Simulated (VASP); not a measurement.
Write the native input for VASP 6.6.1 that does the following.

```
Task                   : relaxation of cell and atoms
Functional             : PBE
Potentials or basis    : VASP PAW PBE potentials, release 64 (Hf_pv, Cd)
Cutoff                 : 600 eV
k mesh                 : 8 × 8 × 8
Occupations            : gaussian, width 0.1 eV
Spin                   : no spin polarisation
Dipole correction      : no
Further INCAR settings : ALGO = Fast; EDIFF = 1e-06; IBRION = 2; EDIFFG = -0.01; NSW = 100; ISIF = 3
```

The structure of Hf4Cd lies in POSCAR:

```
Hf4Cd
1.0
   -3.2187289170      3.2187289170      3.2187289170
    3.2187289170     -3.2187289170      3.2187289170
    3.2187289170      3.2187289170     -3.2187289170
Hf Cd
4 1
Direct
    0.0000000000      0.0000000000      0.5000000000
    0.0000000000      0.5000000000      0.0000000000
    0.5000000000      0.0000000000      0.0000000000
    0.5000000000      0.5000000000      0.5000000000
    0.0000000000      0.0000000000      0.0000000000
```

The cell was built from a structure type or drawn by symmetry, and may not be a known phase.

One way to write it, as run:

INCAR

```
SYSTEM = Hf4Cd
ALGO = Fast
EDIFF = 1E-6
EDIFFG = -0.01
ENCUT = 600
GGA = PE
IBRION = 2
ISIF = 3
ISMEAR = 0
LASPH = .TRUE.
LCHARG = .FALSE.
LREAL = .FALSE.
LWAVE = .FALSE.
NELM = 60
NSW = 100
PREC = Accurate
SIGMA = 0.1
```

KPOINTS

```
k-points
0
G
  8 8 8
  0 0 0
```

Potentials or basis: VASP PAW PBE potentials, release 64 (Hf_pv, Cd).

Run with:

```sh
$ cat potpaw_PBE.64/Hf_pv/POTCAR potpaw_PBE.64/Cd/POTCAR > POTCAR
$ mpirun -np 1 vasp_std > vasp.out
```

It gave:

```json
{
  "Relaxed volume": "26.44 Å³/atom",
  "Relaxed cell": "a = 5.558 Å, b = 5.558 Å, c = 5.558 Å, α = 109.47°, β = 109.47°, γ = 109.47°",
  "Space group after relaxing (to 0.1 Å)": "Im-3m (No. 229)",
  "Energy gained by relaxing": "0.5 meV/atom",
  "Ionic steps": "3",
  "Pressure after relaxing": "0.0 GPa",
  "Band gap on the k mesh": "zero (bands 26 and 27 overlap by 1.12 eV)"
}
```

Caveat: spin-orbit coupling is left out, which moves the levels of the heavy elements.

Wall time 15 min on 1 thread of Intel Xeon 8259CL (shared host), peak memory 0.41 GiB.
